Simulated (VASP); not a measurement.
Here is a VASP 6.6.1 calculation.

Contents of INCAR:

```
PREC = Accurate
ENCUT = 500
EDIFF = 1E-6
ISMEAR = 0
SIGMA = 0.05
LREAL = False
LASPH = True
NELM = 200
ALGO = Normal
ISIF = 2
LWAVE = False
LCHARG = False
ISPIN = 2
MAGMOM = 1 0 0 0 0 0 0 0 0 0 0 0 0 0 0 0 0 0 0 0 0 0 0 0
LORBIT = 11
LMAXMIX = 4
LDAU = True
LDAUTYPE = 2
LDAUL = 2 -1 -1
LDAUU = 2 0 0
LDAUJ = 0 0 0
LDAUPRINT = 1
GGA = PS
NBANDS = 126
GGA_COMPAT = False
KPAR = 4
```

The input KPOINTS:

```
Automatic mesh
0
Gamma
  3 3 2
```

Contents of POSCAR:

```
NbMo7S16
1.0
    6.3379961000      0.0000000000      0.0000000000
   -3.1689980000      5.4888656000      0.0000000000
    0.0000000000      0.0000000000     12.3240000000
Nb Mo S
1 7 16
Direct
    0.1665692723      0.3326280205      0.2500082342
    0.1677609770      0.8332239980      0.2500088981
    0.6659727757      0.3314379391      0.2500099668
    0.6659752849      0.8332218550      0.2500096546
    0.3337309524      0.1661954332      0.7499741514
    0.3337233724      0.6662631319      0.7499739066
    0.8336550192      0.1661919007      0.7499737799
    0.8337061658      0.6662166111      0.7499735556
    0.1670369235      0.3328823373      0.6243816583
    0.1670811624      0.8329077560      0.6243734562
    0.6670209447      0.3328438743      0.6243725799
    0.6670133932      0.8329004746      0.6243738852
    0.3358608340      0.1633359526      0.1226984533
    0.3358614997      0.6712096578      0.1226995398
    0.8279856875      0.1633359105      0.1227001287
    0.8332363532      0.6659635887      0.1250931722
    0.1670368678      0.3328826900      0.8755662150
    0.1670818047      0.8329081002      0.8755748519
    0.6670212672      0.3328440864      0.8755752199
    0.6670134326      0.8329007965      0.8755730117
    0.3358589637      0.1633356313      0.3773193466
    0.3358598840      0.6712077552      0.3773180970
    0.8279869414      0.1633363611      0.3773186186
    0.8332360175      0.6659631383      0.3749249967
```

Potentials or basis: VASP PAW PBE potentials, release 64 (Nb_sv, Mo_sv, S).

Run with:

```console
$ cat potpaw_PBE.64/Nb_sv/POTCAR potpaw_PBE.64/Mo_sv/POTCAR potpaw_PBE.64/S/POTCAR > POTCAR
$ mpirun -np 4 vasp_std > vasp.out
```

Predict the pressure.

-0.1 GPa.

Predict the net moment.

0.00 μB per cell.

Estimate the largest force.

0.071 eV/Å.

Eigenvalues of the final occupation matrices:
```
    site  spin  trace               eigenvalues
site 1 d     1   1.16  0.22 0.23 0.23 0.25 0.25
site 1 d     2   1.16  0.22 0.23 0.23 0.25 0.25
```

Caveat: the k points lie up to 0.38 Å⁻¹ apart; the PAW data sets were made with another functional, which shifts forces and pressure a little.
